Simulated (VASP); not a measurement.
# Si2W (Imm2) in VASP: a series of runs

The runs below take Si2W through single point, with PBE.

Everything below comes from runs of VASP 6.6.1. Logs are shortened: lines on timing, memory, paths and dates and some standing lists are left out, and cuts for length are marked.

**1. The cell of the first run**

It takes space group Imm2 (No. 44, orthorhombic). The conventional cell has a = 3.229 Å, b = 7.867 Å, c = 3.229 Å, α = 90.00°, β = 90.00°, γ = 90.00°. Within 3.4 Å of Si (site symmetry m) lie 5 W at 2.60 to 2.66 Å and 9 Si at 2.60 to 3.23 Å. W (site symmetry mm2) has 10 Si at 2.60 to 2.66 Å and 4 W at 3.23 Å within 3.4 Å.

**2. Single point, PBE (all Si atoms moved -0.050 Å, as atom 1 along Cartesian [1 0 0])**

Contents of INCAR:

```
SYSTEM = Si2W
  PREC = Accurate
  ENCUT = 520
  EDIFF = 1E-7
  ISMEAR = 0
  SIGMA = 0.15
  LREAL = .FALSE.
  LASPH = .TRUE.
  NELM = 100
  ALGO = Normal
  ISIF = 2
  LWAVE = .FALSE.
  LCHARG = .FALSE.
  GGA = PE
  NBANDS = 18
```

Contents of KPOINTS:

```
Automatic mesh
0
G
  20 20 20
  0 0 0
```

Contents of POSCAR:

```
Si2W
1.0
   -1.6144976568      1.6144976568      3.9334139095
    1.6144976568     -1.6144976568      3.9334139095
    1.6144976568      1.6144976568     -3.9334139095
Si W
2 1
Direct
    0.3345744059      0.3190897132     -0.0154846927
    0.6654255941      0.6499409014     -0.0154846927
    0.0000000000      0.0000000000      0.0000000000
```

Potentials or basis: VASP PAW PBE potentials, release 64 (Si, W_sv).

The run is started by

```sh
$ cat potpaw_PBE.64/Si/POTCAR potpaw_PBE.64/W_sv/POTCAR > POTCAR
$ mpirun -np 1 vasp_std > vasp.out
```

OUTCAR:

```text
SYSTEM = Si2W
   PREC = Accurate
   ENCUT = 520
   EDIFF = 1E-7
   ISMEAR = 0
   LREAL = .FALSE.
   LASPH = .TRUE.
   NELM = 100
   ISIF = 2
   GGA = PE

 ion  position               nearest neighbor table
   1  0.335  0.319  0.985-   3 2.60   3 2.60   2 2.60   3 2.63   2 2.64   2 2.64   2 2.64   2 2.64
                             3 2.66   3 2.66
   2  0.665  0.650  0.985-   3 2.60   3 2.60   1 2.60   3 2.63   1 2.64   1 2.64   1 2.64   1 2.64
                             3 2.66   3 2.66
   3  0.000  0.000  0.000-   2 2.60   2 2.60   1 2.60   1 2.60   2 2.63   1 2.63   2 2.66   1 2.66
                             2 2.66   1 2.66

  LATTYP: Found a body centered tetragonal cell.
 ALAT       =     3.2289953136
 C/A-ratio  =     2.4363082182

  Lattice vectors:

 A1 = (  -1.6144976568,   1.6144976568,   3.9334139095)
 A2 = (   1.6144976568,  -1.6144976568,   3.9334139095)
 A3 = (   1.6144976568,   1.6144976568,  -3.9334139095)

Analysis of symmetry for initial positions (statically):
=====================================================================
 Subroutine PRICEL returns:
 Original cell was already a primitive cell.

 Routine SETGRP: Setting up the symmetry group for a
 body centered tetragonal supercell.

 Subroutine GETGRP returns: Found  4 space group operations
 (whereof  4 operations were pure point group operations)
 out of a pool of 16 trial point group operations.

The static configuration has the point symmetry C_2v.

Analysis of symmetry for dynamics (positions and initial velocities):
=====================================================================
 Subroutine PRICEL returns:
 Original cell was already a primitive cell.

 Routine SETGRP: Setting up the symmetry group for a
 body centered tetragonal supercell.

 Subroutine GETGRP returns: Found  4 space group operations
 (whereof  4 operations were pure point group operations)
 out of a pool of 16 trial point group operations.

The dynamic configuration has the point symmetry C_2v.

 Subroutine INISYM returns: Found  4 space group operations
 (whereof  4 operations are pure point group operations),
 and found     1 'primitive' translations

----------------------------------------------------------------------------------------

                                     Primitive cell

  volume of cell :      41.0114

  direct lattice vectors                    reciprocal lattice vectors
    -1.614497657  1.614497657  3.933413910     0.000000000  0.309693853  0.127116040
     1.614497657 -1.614497657  3.933413910     0.309693853  0.000000000  0.127116040
     1.614497657  1.614497657 -3.933413910     0.309693853  0.309693853  0.000000000

  length of vectors
     4.548071058  4.548071058  4.548071058     0.334766740  0.334766740  0.437973247

  position of ions in fractional coordinates (direct lattice)
     0.334574406  0.319089713  0.984515307
     0.665425594  0.649940901  0.984515307
     0.000000000  0.000000000  0.000000000

  ion indices of the primitive-cell ions
   primitive index   ion index
                 1           1
                 2           2
                 3           3

----------------------------------------------------------------------------------------

 KPOINTS: Automatic mesh

Automatic generation of k-mesh.
 Grid dimensions read from file:
 generate k-points for:   20   20   20

 Generating k-lattice:

  Cartesian coordinates                     Fractional coordinates (reciprocal lattice)
     0.000000000  0.015484693  0.006355802     0.050000000 -0.000000000  0.000000000
     0.015484693  0.000000000  0.006355802    -0.000000000  0.050000000  0.000000000
     0.015484693  0.015484693  0.000000000     0.000000000  0.000000000  0.050000000

  Length of vectors
     0.016738337  0.016738337  0.021898662

  Shift w.r.t. Gamma in fractional coordinates (k-lattice)
     0.000000000  0.000000000  0.000000000

 Subroutine IBZKPT returns following result:
 ===========================================

 Found   1166 irreducible k-points:

 Following reciprocal coordinates:
            Coordinates               Weight
  0.000000  0.000000  0.000000      1.000000
  0.050000  0.000000  0.000000      4.000000
  0.000000  0.050000  0.000000      4.000000
  0.100000 -0.000000  0.000000      4.000000
 -0.000000  0.100000  0.000000      4.000000
  0.150000  0.000000  0.000000      4.000000
[... 16 lines left out ...]
  0.100000  0.050000  0.000000      8.000000
  0.000000  0.150000 -0.050000      8.000000
 [... further k-points ...]
   k-points           NKPTS =   1166   k-points in BZ     NKDIM =   1166   number of bands    NBANDS=     18
   number of dos      NEDOS =    301   number of ions     NIONS =      3
   total plane-waves  NPLWV =  46656
   dimension x,y,z NGX =    36 NGY =   36 NGZ =   36
   dimension x,y,z NGXF=    72 NGYF=   72 NGZF=   72
   ions per type =               2   1
   NGX,Y,Z   is equivalent  to a cutoff of  13.16, 13.16, 13.16 a.u.
   NGXF,Y,Z  is equivalent  to a cutoff of  26.32, 26.32, 26.32 a.u.
 SYSTEM =  Si2W
   PREC   = accura    normal or accurate (medium, high low for compatibility)
   ISTART =      0    job   : 0-new  1-cont  2-samecut
   ICHARG =      2    charge: 1-file 2-atom 10-const
   ISPIN  =      1    spin polarized calculation?
   LNONCOLLINEAR =      F non collinear calculations
   LSORBIT =      F    spin-orbit coupling
   LASPH  =      T    aspherical Exc in radial PAW
   ENCUT  =  520.0 eV  38.22 Ry    6.18 a.u.   8.46  8.46  8.46*2*pi/ulx,y,z
   NELM   =    100;   NELMIN=  2; NELMDL= -5     # of ELM steps
   EDIFF  = 0.1E-06   stopping-criterion for ELM
   LREAL  =      F    real-space projection
   EDIFFG = 0.1E-05   stopping-criterion for IOM
   NSW    =      0    number of steps for IOM
   IBRION =     -1    ionic relax: 0-MD 1-quasi-New 2-CG
   NFREE  =      0    steps in history (QN), initial steepest desc. (CG)
   ISIF   =      2    stress and relaxation
   ISYM   =      2    0-nonsym 1-usesym 2-fastsym
   POTIM  = 0.5000    time-step for ionic-motion
   TEBEG  =    0.0;   TEEND  =   0.0 temperature during run
   PSTRESS=    0.0 pullay stress
   NELECT =      22.0000    total number of electrons
   NUPDOWN=      -1.0000    fix difference up-down
   EMIN   =  10.00;   EMAX   =-10.00  energy-range for DOS
   EFERMI =   0.00;   METHOD = LEGACY
   ISMEAR =     0;   SIGMA  =   0.15  broadening in eV -4-tet -1-fermi 0-gaus
   EFERMI_NEDOS =   21; number of points for ismear=-14 and -15
   IALGO  =     38    algorithm
   IMIX   =      4    mixing-type and parameters
     AMIX     =   0.40;   BMIX     =  1.00
     AMIX_MAG =   1.60;   BMIX_MAG =  1.00
  volume/ion in A,a.u.               =      13.67        92.25
  Fermi-wavevector in a.u.,A,eV,Ry     =   1.330192  2.513698 24.074284  1.769410
  Thomas-Fermi vector in A             =   2.459297
   LORBIT       =      0    0 simple, 1 ext, 2 COOP (PROOUT), +10 PAW based schemes
   GGA     = PE    functional components
   LHFCALC =     F    Hartree Fock is set to
   AEXX    =    0.0000 exact exchange contribution
   IVDW    =     0    specifies the selected vdW correction
   LEPSILON=     F    determine dielectric tensor
   LRPA    =     F    only Hartree local field effects (RPA)
 non-spin polarized calculation
 Gauss-broadening in eV      SIGMA  =   0.15
  energy-cutoff  :      520.00
  volume of cell :       41.01
 maximum number of plane-waves:      1134
 NGX is ok and might be reduce to    36
   NGX = 17   NGY = 17   NGZ = 17

 number of electron      22.0000000 magnetization

 Free energy of the ion-electron system (eV)
  ---------------------------------------------------
  ext. energy  EPLUGINS =         0.00000000
  ---------------------------------------------------
  free energy    TOTEN  =       -24.80357283 eV

  energy without entropy =      -24.80087504  energy(sigma->0) =      -24.80222393

 E-fermi :  11.7464     XC(G=0): -12.4606

 val. band max:       11.7440657743   @ k =  -0.2000  -0.3000   0.3000
 cond. band min:      11.7694972197   @ k =   0.5000   0.5000   0.3000
 fundamental gap:      0.0254314454
 Fermi energy:        11.7463772934

 k-point     1 :       0.0000    0.0000    0.0000
  band No.  band energies     occupation
      1     -62.1236      2.00000
      2     -26.3722      2.00000
      3     -26.3580      2.00000
      4     -26.3571      2.00000
      5      -2.2029      2.00000
      6       4.9992      2.00000
[... 10 lines left out ...]
     17      17.3561      0.00000
     18      17.3893      0.00000

 k-point     2 :       0.0500    0.0000    0.0000
  band No.  band energies     occupation
      1     -62.1234      2.00000
      2     -26.3719      2.00000
      3     -26.3631      2.00000
      4     -26.3567      2.00000
      5      -2.1556      2.00000
      6       5.0019      2.00000
[... 10 lines left out ...]
     17      17.3925      0.00000
     18      17.5427      0.00000

 k-point     3 :       0.0000    0.0500    0.0000
  band No.  band energies     occupation
      1     -62.1234      2.00000
      2     -26.3719      2.00000
      3     -26.3622      2.00000
      4     -26.3575      2.00000
      5      -2.1557      2.00000
      6       5.0019      2.00000
[... 10 lines left out ...]
     17      17.3590      0.00000
     18      17.5731      0.00000

 k-point     4 :       0.1000   -0.0000    0.0000
  band No.  band energies     occupation
      1     -62.1229      2.00000
      2     -26.3779      2.00000
      3     -26.3707      2.00000
      4     -26.3553      2.00000
      5      -2.0147      2.00000
      6       5.0039      2.00000
[... 10 lines left out ...]
     17      17.4296      0.00000
     18      18.0087      0.00000

 k-point     5 :      -0.0000    0.1000    0.0000
  band No.  band energies     occupation
      1     -62.1229      2.00000
      2     -26.3770      2.00000
      3     -26.3707      2.00000
      4     -26.3562      2.00000
      5      -2.0148      2.00000
      6       5.0037      2.00000
[... 10 lines left out ...]
     17      17.3952      0.00000
     18      18.0326      0.00000

 k-point     6 :       0.1500    0.0000    0.0000
  band No.  band energies     occupation
      1     -62.1222      2.00000
      2     -26.4009      2.00000
      3     -26.3690      2.00000
      4     -26.3532      2.00000
      5      -1.7827      2.00000
      6       4.9835      2.00000
[... 10 lines left out ...]
     17      17.6089      0.00000
     18      18.6578      0.00000

 k-point     7 :       0.0000    0.1500    0.0000
  band No.  band energies     occupation
      1     -62.1222      2.00000
      2     -26.3999      2.00000
      3     -26.3690      2.00000
      4     -26.3541      2.00000
      5      -1.7829      2.00000
      6       4.9834      2.00000
[... 10 lines left out ...]
     17      17.5762      0.00000
     18      18.6744      0.00000

 k-point     8 :       0.2000   -0.0000    0.0000
  band No.  band energies     occupation
      1     -62.1212      2.00000
      2     -26.4296      2.00000
      3     -26.3669      2.00000
      4     -26.3506      2.00000
      5      -1.4634      2.00000
      6       4.8963      2.00000
[... 10 lines left out ...]
     17      18.0575      0.00000
     18      19.4484      0.00000
[... 229 lines left out ...]
     17      18.4117      0.00000
     18      18.4500      0.00000

 k-point    20 :       0.5000   -0.0000    0.0000
  band No.  band energies     occupation
      1     -62.1166      2.00000
      2     -26.5627      2.00000
      3     -26.3566      2.00000
      4     -26.3382      2.00000
      5       1.7777      2.00000
      6       1.9421      2.00000
[... 10 lines left out ...]
     17      18.1184      0.00000
     18      18.4192      0.00000

 k-point    21 :      -0.0000    0.5000    0.0000
  band No.  band energies     occupation
      1     -62.1166      2.00000
      2     -26.5616      2.00000
      3     -26.3566      2.00000
      4     -26.3391      2.00000
      5       1.7676      2.00000
      6       1.9524      2.00000
[... 10 lines left out ...]
     17      18.1192      0.00000
     18      18.3639      0.00000

 k-point    22 :       0.0500    0.0500    0.0000
  band No.  band energies     occupation
      1     -62.1233      2.00000
      2     -26.3717      2.00000
      3     -26.3628      2.00000
      4     -26.3616      2.00000
      5      -2.0946      2.00000
      6       4.9378      2.00000
[... 10 lines left out ...]
     17      17.5168      0.00000
     18      17.6298      0.00000

 k-point    23 :       0.1000    0.0500    0.0000
  band No.  band energies     occupation
      1     -62.1228      2.00000
      2     -26.3775      2.00000
      3     -26.3707      2.00000
      4     -26.3604      2.00000
      5      -1.9405      2.00000
      6       4.8762      2.00000
[... 10 lines left out ...]
     17      17.6340      0.00000
     18      18.0013      0.00000

 k-point    24 :       0.0000    0.1500   -0.0500
  band No.  band energies     occupation
      1     -62.1228      2.00000
      2     -26.3766      2.00000
      3     -26.3707      2.00000
      4     -26.3613      2.00000
      5      -1.9406      2.00000
      6       4.8762      2.00000
[... 10 lines left out ...]
     17      17.6040      0.00000
     18      18.0231      0.00000

 [... further k-points ...]

------------------------ aborting loop because EDIFF is reached ----------------------------------------

  FORCE on cell =-STRESS in cart. coord.  units (eV):
  Direction    XX          YY          ZZ          XY          YZ          ZX
  --------------------------------------------------------------------------------------
  -------------------------------------------------------------------------------------
  Total        0.0746256      0.1085141      0.0554955      0.0000000      0.0000000      0.0000000
  in kB        2.9153702      4.2392809      2.1680228      0.0000000      0.0000000      0.0000000
  external PRESSURE =       3.1075579 kB  Pullay stress =       0.0000000 kB

 VOLUME and BASIS-vectors are now :
 -----------------------------------------------------------------------------
  energy-cutoff  :      520.00
  volume of cell :       41.01
      direct lattice vectors                 reciprocal lattice vectors
    -1.614497657  1.614497657  3.933413910     0.000000000  0.309693853  0.127116040
     1.614497657 -1.614497657  3.933413910     0.309693853  0.000000000  0.127116040
     1.614497657  1.614497657 -3.933413910     0.309693853  0.309693853  0.000000000

 POSITION                                       TOTAL-FORCE (eV/Angst)
 -----------------------------------------------------------------------------------
      1.56450      1.61450     -1.30137         0.252666     -0.000000     -0.019615
      1.56450      1.61450      1.30137         0.252666      0.000000      0.019615
      0.00000      0.00000      0.00000        -0.505331     -0.000000     -0.000000
 -----------------------------------------------------------------------------------
    total drift:                               -0.000020     -0.000000     -0.000000

  FREE ENERGIE OF THE ION-ELECTRON SYSTEM (eV)
  ---------------------------------------------------
  free  energy   TOTEN  =       -24.8035728281 eV

  energy  without entropy=      -24.8008750406  energy(sigma->0) =      -24.80222393
```

It took 10 min on 1 thread of Intel Xeon 6975P-C (Granite Rapids), shared host; peak memory 0.87 GiB.

Results:

```
Free energy            : -24.8036 eV
Pressure               : 0.3 GPa
Largest force          : 0.505 eV/Å
Band gap on the k mesh : zero (bands 11 and 12 overlap by 1.24 eV)
```

Forces on the atoms (eV/Å):
```
Si   0.253  0.000 -0.020
Si   0.253  0.000  0.020
W   -0.505  0.000  0.000
```

Caveat: the cell differs from its parent crystal (all Si atoms moved -0.050 Å, as atom 1 along Cartesian [1 0 0]); spin-orbit coupling is left out, which moves the levels of the heavy elements.

(Continued in part 2 of 2.)
